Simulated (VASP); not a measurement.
# Fe (P6/mmm) in VASP: notebook

Runs on Fe. Level: PBE. Tasks: single point.

Everything below comes from runs of VASP 6.6.1. Logs are shortened: lines on timing, memory, paths and dates and some standing lists are left out, and cuts for length are marked.

## 1. The cell of the first run

The structure is hexagonal, space group P6/mmm (No. 191). The conventional cell has a = 4.124 Å, b = 4.124 Å, c = 2.346 Å, α = 90.00°, β = 90.00°, γ = 120.00°. Within 3.1 Å of Fe (site symmetry 6/mmm) lie 14 Fe at 2.35 to 2.65 Å. Within 3.1 Å of Fe (site symmetry -6m2) lie 11 Fe at 2.35 to 2.65 Å.

This isn't the form of Fe at room conditions, which is bcc.

## 2. Single point, PBE, collinear spin, ferromagnetic start (11.52 Å³/atom)

INCAR reads:

```
SYSTEM = Fe
ALGO = Normal ; EDIFF = 1E-7
ENCUT = 520 ; GGA = PE
ISIF = 2 ; ISMEAR = -1
ISPIN = 2 ; LASPH = .True.
LCHARG = .False. ; LMAXMIX = 4
LORBIT = 11 ; LREAL = .False.
LWAVE = .False. ; MAGMOM = 2.589 2.429 2.429
NBANDS = 23 ; NELM = 150
PREC = Accurate ; SIGMA = 0.05
```

KPOINTS reads:

```
k-points
0
Gamma
  10 10 15
  0 0 0
```

POSCAR reads:

```
Fe
1.0
    4.1236939749      0.0000000000      0.0000000000
   -2.0618469875      3.5712237397      0.0000000000
    0.0000000000      0.0000000000      2.3464920938
Fe
3
Direct
    0.0000000000      0.0000000000      0.0000000000
    0.3333333333      0.6666666667      0.5000000000
    0.6666666667      0.3333333333      0.5000000000
```

Potentials or basis: VASP PAW PBE potentials, release 64 (Fe).

Launch:

```
> cat potpaw_PBE.64/Fe/POTCAR > POTCAR
> mpirun -np 1 vasp_std > vasp.out
```

OUTCAR:

```text
SYSTEM = Fe
   EDIFF = 1E-7
   ENCUT = 520
   GGA = PE
   ISIF = 2
   ISMEAR = -1
   ISPIN = 2
   LASPH = .True.
   LORBIT = 11
   LREAL = .False.
   NELM = 150
   PREC = Accurate

 ion  position               nearest neighbor table
   1  0.000  0.000  0.000-   2 2.65   3 2.65   2 2.65   3 2.65   3 2.65   3 2.65   2 2.65   2 2.65
                             3 2.65   3 2.65   2 2.65   2 2.65
   2  0.333  0.667  0.500-   3 2.38   3 2.38   3 2.38   1 2.65   1 2.65   1 2.65   1 2.65   1 2.65
                             1 2.65
   3  0.667  0.333  0.500-   2 2.38   2 2.38   2 2.38   1 2.65   1 2.65   1 2.65   1 2.65   1 2.65
                             1 2.65

  LATTYP: Found a hexagonal cell.
 ALAT       =     4.1236939749
 C/A-ratio  =     0.5690267290

  Lattice vectors:

 A1 = (   4.1236939749,   0.0000000000,   0.0000000000)
 A2 = (  -2.0618469875,   3.5712237397,   0.0000000000)
 A3 = (   0.0000000000,   0.0000000000,   2.3464920938)

Analysis of symmetry for initial positions (statically):
=====================================================================
 Subroutine PRICEL returns:
 Original cell was already a primitive cell.

 Routine SETGRP: Setting up the symmetry group for a
 hexagonal supercell.

 Subroutine GETGRP returns: Found 24 space group operations
 (whereof 24 operations were pure point group operations)
 out of a pool of 24 trial point group operations.

The static configuration has the point symmetry D_6h.

Analysis of symmetry for dynamics (positions and initial velocities):
=====================================================================
 Subroutine PRICEL returns:
 Original cell was already a primitive cell.

 Routine SETGRP: Setting up the symmetry group for a
 hexagonal supercell.

 Subroutine GETGRP returns: Found 24 space group operations
 (whereof 24 operations were pure point group operations)
 out of a pool of 24 trial point group operations.

The dynamic configuration has the point symmetry D_6h.

Analysis of structural, dynamic, and magnetic symmetry:
=====================================================================
 Subroutine PRICEL returns:
 Original cell was already a primitive cell.

 Routine SETGRP: Setting up the symmetry group for a
 hexagonal supercell.

 Subroutine GETGRP returns: Found 24 space group operations
 (whereof 24 operations were pure point group operations)
 out of a pool of 24 trial point group operations.

The overall configuration has the point symmetry D_6h.

 Subroutine INISYM returns: Found 24 space group operations
 (whereof 24 operations are pure point group operations),
 and found     1 'primitive' translations

----------------------------------------------------------------------------------------

                                     Primitive cell

  volume of cell :      34.5559

  direct lattice vectors                    reciprocal lattice vectors
     4.123693975  0.000000000  0.000000000     0.242501021  0.140008030  0.000000000
    -2.061846988  3.571223740  0.000000000     0.000000000  0.280016060  0.000000000
     0.000000000  0.000000000  2.346492094     0.000000000  0.000000000  0.426168067

  length of vectors
     4.123693975  4.123693975  2.346492094     0.280016060  0.280016060  0.426168067

  position of ions in fractional coordinates (direct lattice)
     0.000000000  0.000000000  0.000000000
     0.333333333  0.666666667  0.500000000
     0.666666667  0.333333333  0.500000000

  ion indices of the primitive-cell ions
   primitive index   ion index
                 1           1
                 2           2
                 3           3

----------------------------------------------------------------------------------------

 KPOINTS: k-points

Automatic generation of k-mesh.
 Grid dimensions read from file:
 generate k-points for:   10   10   15

 Generating k-lattice:

  Cartesian coordinates                     Fractional coordinates (reciprocal lattice)
     0.024250102  0.014000803  0.000000000     0.100000000  0.000000000  0.000000000
     0.000000000  0.028001606  0.000000000     0.000000000  0.100000000  0.000000000
     0.000000000  0.000000000  0.028411204     0.000000000  0.000000000  0.066666667

  Length of vectors
     0.028001606  0.028001606  0.028411204

  Shift w.r.t. Gamma in fractional coordinates (k-lattice)
     0.000000000  0.000000000  0.000000000

 Subroutine IBZKPT returns following result:
 ===========================================

 Found    112 irreducible k-points:

 Following reciprocal coordinates:
            Coordinates               Weight
  0.000000  0.000000  0.000000      1.000000
  0.100000  0.000000  0.000000      6.000000
  0.200000  0.000000  0.000000      6.000000
  0.300000  0.000000  0.000000      6.000000
  0.400000 -0.000000  0.000000      6.000000
  0.500000  0.000000  0.000000      3.000000
[... 16 lines left out ...]
  0.300000  0.100000  0.066667     24.000000
  0.400000  0.100000  0.066667     24.000000
 [... further k-points ...]
   k-points           NKPTS =    112   k-points in BZ     NKDIM =    112   number of bands    NBANDS=     23
   number of dos      NEDOS =    301   number of ions     NIONS =      3
   total plane-waves  NPLWV =  18432
   dimension x,y,z NGX =    32 NGY =   32 NGZ =   18
   dimension x,y,z NGXF=    64 NGYF=   64 NGZF=   36
   ions per type =               3
   NGX,Y,Z   is equivalent  to a cutoff of  12.90, 12.90, 12.75 a.u.
   NGXF,Y,Z  is equivalent  to a cutoff of  25.80, 25.80, 25.51 a.u.
 SYSTEM =  Fe
   PREC   = accura    normal or accurate (medium, high low for compatibility)
   ISTART =      0    job   : 0-new  1-cont  2-samecut
   ICHARG =      2    charge: 1-file 2-atom 10-const
   ISPIN  =      2    spin polarized calculation?
   LNONCOLLINEAR =      F non collinear calculations
   LSORBIT =      F    spin-orbit coupling
   LASPH  =      T    aspherical Exc in radial PAW
   ENCUT  =  520.0 eV  38.22 Ry    6.18 a.u.   7.67  7.67  4.36*2*pi/ulx,y,z
   NELM   =    150;   NELMIN=  2; NELMDL= -5     # of ELM steps
   EDIFF  = 0.1E-06   stopping-criterion for ELM
   LREAL  =      F    real-space projection
   EDIFFG = 0.1E-05   stopping-criterion for IOM
   NSW    =      0    number of steps for IOM
   IBRION =     -1    ionic relax: 0-MD 1-quasi-New 2-CG
   NFREE  =      0    steps in history (QN), initial steepest desc. (CG)
   ISIF   =      2    stress and relaxation
   ISYM   =      2    0-nonsym 1-usesym 2-fastsym
   POTIM  = 0.5000    time-step for ionic-motion
   TEBEG  =    0.0;   TEEND  =   0.0 temperature during run
   PSTRESS=    0.0 pullay stress
   NELECT =      24.0000    total number of electrons
   NUPDOWN=      -1.0000    fix difference up-down
   EMIN   =  10.00;   EMAX   =-10.00  energy-range for DOS
   EFERMI =   0.00;   METHOD = LEGACY
   ISMEAR =    -1;   SIGMA  =   0.05  broadening in eV -4-tet -1-fermi 0-gaus
   EFERMI_NEDOS =   21; number of points for ismear=-14 and -15
   IALGO  =     38    algorithm
   IMIX   =      4    mixing-type and parameters
     AMIX     =   0.40;   BMIX     =  1.00
     AMIX_MAG =   1.60;   BMIX_MAG =  1.00
  volume/ion in A,a.u.               =      11.52        77.73
  Fermi-wavevector in a.u.,A,eV,Ry     =   1.449788  2.739701 28.597870  2.101884
  Thomas-Fermi vector in A             =   2.567474
   LORBIT       =     11    0 simple, 1 ext, 2 COOP (PROOUT), +10 PAW based schemes
   GGA     = PE    functional components
   LHFCALC =     F    Hartree Fock is set to
   AEXX    =    0.0000 exact exchange contribution
   IVDW    =     0    specifies the selected vdW correction
   LEPSILON=     F    determine dielectric tensor
   LRPA    =     F    only Hartree local field effects (RPA)
 spin polarized calculation
  energy-cutoff  :      520.00
  volume of cell :       34.56
 maximum number of plane-waves:       950
 NGX is ok and might be reduce to    32
   NGX = 15   NGY = 15   NGZ =  9

 number of electron      24.0000002 magnetization       7.1465257

 Free energy of the ion-electron system (eV)
  ---------------------------------------------------
  ext. energy  EPLUGINS =         0.00000000
  ---------------------------------------------------
  free energy    TOTEN  =       -24.11166091 eV

  energy without entropy =      -24.08270478  energy(sigma->0) =      -24.09718284

 E-fermi :   5.9090     XC(G=0): -13.0161

 val. band max:        5.9003052117   @ k =   0.1000   0.0000   0.4000
 cond. band min:       5.9147935433   @ k =   0.2000   0.0000   0.3333
 fundamental gap:      0.0144883316
 Fermi energy:         5.9090191554

 spin component 1

 k-point     1 :       0.0000    0.0000    0.0000
  band No.  band energies     occupation
      1      -2.6919      1.00000
      2       1.3605      1.00000
      3       2.5463      1.00000
      4       2.5463      1.00000
      5       2.6363      1.00000
      6       2.6972      1.00000
[... 15 lines left out ...]
     22      14.4063      0.00000
     23      24.2837      0.00000
[... 575 lines left out ...]
      1      -0.1979      1.00000
      2       0.5991      1.00000
      3       0.9570      1.00000
      4       2.3652      1.00000
      5       2.5310      1.00000
      6       2.6482      1.00000
[... 15 lines left out ...]
     22      21.6406      0.00000
     23      23.3208      0.00000

 [... further k-points ...]

 spin component 2

 k-point     1 :       0.0000    0.0000    0.0000
  band No.  band energies     occupation
      1      -2.4349      1.00000
      2       2.7935      1.00000
      3       4.1013      1.00000
      4       4.1172      1.00000
      5       4.1172      1.00000
      6       4.1283      1.00000
[... 15 lines left out ...]
     22      15.3542      0.00000
     23      24.8539      0.00000
[... 575 lines left out ...]
      1       0.1623      1.00000
      2       1.1114      1.00000
      3       2.2299      1.00000
      4       3.9966      1.00000
      5       4.2282      1.00000
      6       4.4822      1.00000
[... 15 lines left out ...]
     22      22.3153      0.00000
     23      23.7456      0.00000

 [... further k-points ...]
[... 5 lines left out ...]
  --------------------------------------------------------------------------------------
  -------------------------------------------------------------------------------------
  Total        1.3503696      1.3503696      1.2307585     -0.0000000     -0.0000000     -0.0000000
  in kB       62.6095610     62.6095610     57.0638221     -0.0000000     -0.0000000     -0.0000000
  external PRESSURE =      60.7609814 kB  Pullay stress =       0.0000000 kB

 VOLUME and BASIS-vectors are now :
 -----------------------------------------------------------------------------
  energy-cutoff  :      520.00
  volume of cell :       34.56
      direct lattice vectors                 reciprocal lattice vectors
     4.123693975  0.000000000  0.000000000     0.242501021  0.140008030  0.000000000
    -2.061846988  3.571223740  0.000000000     0.000000000  0.280016060  0.000000000
     0.000000000  0.000000000  2.346492094     0.000000000  0.000000000  0.426168067

 POSITION                                       TOTAL-FORCE (eV/Angst)
 -----------------------------------------------------------------------------------
      0.00000      0.00000      0.00000        -0.000000      0.000000      0.000000
     -0.00000      2.38082      1.17325         0.000000     -0.000000      0.000000
      2.06185      1.19041      1.17325         0.000000      0.000000     -0.000000
 -----------------------------------------------------------------------------------
    total drift:                               -0.000000      0.000000      0.000000

  FREE ENERGIE OF THE ION-ELECTRON SYSTEM (eV)
  ---------------------------------------------------
  free  energy   TOTEN  =       -24.1116609090 eV

  energy  without entropy=      -24.0827047807  energy(sigma->0) =      -24.09718284

 total charge

# of ion       s       p       d       tot
------------------------------------------
    1        0.477   0.525   6.209   7.210
    2        0.499   0.521   6.273   7.293
    3        0.499   0.521   6.273   7.293
--------------------------------------------------
tot          1.475   1.567  18.754  21.796

 magnetization (x)

# of ion       s       p       d       tot
------------------------------------------
    1       -0.010  -0.046   2.565   2.510
    2       -0.011  -0.029   2.343   2.303
    3       -0.011  -0.029   2.343   2.303
--------------------------------------------------
tot         -0.032  -0.104   7.251   7.116
```

Wall time 1.7 min (1 thread of Intel Xeon 6975P-C (Granite Rapids), shared host); peak memory 0.24 GiB.

Results:

| Property | Result |
| --- | --- |
| Free energy | -24.1117 eV |
| Pressure | 6.1 GPa |
| Net moment | 7.15 μB per cell |
| Site moments | Fe +2.51, +2.30 (each value once) μB |
| Valence electrons inside the program's atomic spheres | Fe 7.21, 7.29 (each value once) |

Caveat: the cell stands under pressure.

## 3. Single point, PBE, collinear spin, ferromagnetic start (12.00 Å³/atom)

This run uses another cell than the first one, of 12.00 Å³/atom.

INCAR reads:

```
PREC = Accurate ; ENCUT = 520
EDIFF = 1E-6 ; ISMEAR = -1
SIGMA = 0.05 ; LREAL = F
LASPH = T ; NELM = 150
ALGO = Normal ; ISIF = 2
LWAVE = F ; LCHARG = T
ISPIN = 2 ; MAGMOM = 2.589 2.429 2.429
LORBIT = 11 ; LMAXMIX = 4
GGA = PE ; LELF = T
LVHAR = T ; NBANDS = 23
```

KPOINTS reads:

```
Automatic mesh
0
Gamma
  10 10 15
```

POSCAR reads:

```
Fe
1.0
    4.1801899539      0.0000000000      0.0000000000
   -2.0900949770      3.6201506927      0.0000000000
    0.0000000000      0.0000000000      2.3786398160
Fe
3
Direct
    0.0000000000      0.0000000000      0.0000000000
    0.3333333333      0.6666666667      0.5000000000
    0.6666666667      0.3333333333      0.5000000000
```

Potentials or basis: VASP PAW PBE potentials, release 64 (Fe).

Launch:

```
> cat potpaw_PBE.64/Fe/POTCAR > POTCAR
> mpirun -np 1 vasp_std > vasp.out
```

It took 77 s on 1 thread of Intel Xeon 6975P-C (Granite Rapids), shared host; peak memory 0.25 GiB.

Results (log left out):

- Free energy: -24.1367 eV
- Pressure: -0.2 GPa
- Net moment: 7.46 μB per cell
- Site moments: Fe +2.56, +2.44 (each value once) μB
- Valence electrons inside the program's atomic spheres: Fe 7.13, 7.21 (each value once)

Stress tensor (GPa, compression positive):
```
 0.07  0.00  0.00
 0.00  0.07  0.00
 0.00  0.00 -0.87
```

Levels at points of the mesh, in eV from the Fermi level:
Spin up:
| k point | band 13 | band 14 | band 15 | band 16 | band 17 | band 18 | band 19 | band 20 |
| --- | --- | --- | --- | --- | --- | --- | --- | --- |
| (0.00, 0.00, 0.00) | -1.52 | -1.52 | -0.54 | -0.54 | 5.62 | 5.62 | 5.65 | 5.65 |
| (0.50, 0.00, 0.00) | -0.83 | -0.81 | -0.78 | -0.61 | -0.41 | -0.16 | 6.08 | 14.12 |
Spin down:
```
           k point  band 6  band 7  band 8  band 9  band 10  band 11
(0.00, 0.00, 0.00)   -1.68   -1.66   -0.99    0.18     0.18     1.35
(0.50, 0.00, 0.00)   -1.31   -1.02   -0.82    0.00     0.80     1.46
```
